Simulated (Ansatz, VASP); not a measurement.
One calculation of CdO, two programs

The input INCAR:

```
SYSTEM = CdO
PREC = Accurate
ENCUT = 600
EDIFF = 1E-6
ISMEAR = -1
SIGMA = 0.02
LREAL = .False.
LASPH = .True.
NELM = 120
ALGO = Normal
ISIF = 2
LWAVE = .False.
LCHARG = .True.
GGA = PE
LELF = .True.
LVHAR = .True.
NBANDS = 16
GGA_COMPAT = .False.
```

Contents of KPOINTS:

```
Automatic mesh
0
Gamma
  8 8 8
  0 0 0
```

Contents of POSCAR:

```
CdO
1.0
    0.0000000000      2.3597575538      2.3597575538
    2.3597575538      0.0000000000      2.3597575538
    2.3597575538      2.3597575538      0.0000000000
Cd O
1 1
Direct
    0.0000000000      0.0000000000      0.0000000000
    0.5000000000      0.5000000000      0.5000000000
```

Input for Ansatz:

```yaml
crystal:
  lattice:
    - [0.0, 2.3597575538, 2.3597575538]
    - [2.3597575538, 0.0, 2.3597575538]
    - [2.3597575538, 2.3597575538, 0.0]
  atoms:
    - { symbol: Cd, position: [0.0, 0.0, 0.0] }
    - { symbol: O, position: [0.5, 0.5, 0.5] }
kpoints:
  mp_grid: { grid: [8, 8, 8] }
hamiltonian:
  xc: pbe
scf:
  occupations: { method: fermi_dirac, width: 0.02 }
  n_extra_bands: 4
output:
  forces: true
  stress: true
  eigenvalues: true
```

Alike in both runs: task single point; functional PBE; k mesh 8 × 8 × 8; occupations fermi-dirac, width 0.02 eV; no spin polarisation.

|  | VASP | Ansatz |
| --- | --- | --- |
| version | VASP 6.6.1 | Ansatz 0.2.0 |
| potentials or method | VASP PAW PBE potentials, release 64 (Cd, O) | plane waves, PAW |
| plane-wave cutoff (eV) | 600 | 420 |
| valence electrons in the cell | 18 | 26 |

VASP gave:

* pressure (GPa): 5.3

**Question.** What did Ansatz give for the same quantities?

**Answer.** Pressure (GPa): 4.1.

VASP's potentials hold 18 valence electrons a cell and Ansatz's 26, so a difference there can come from the potentials and not from the codes.
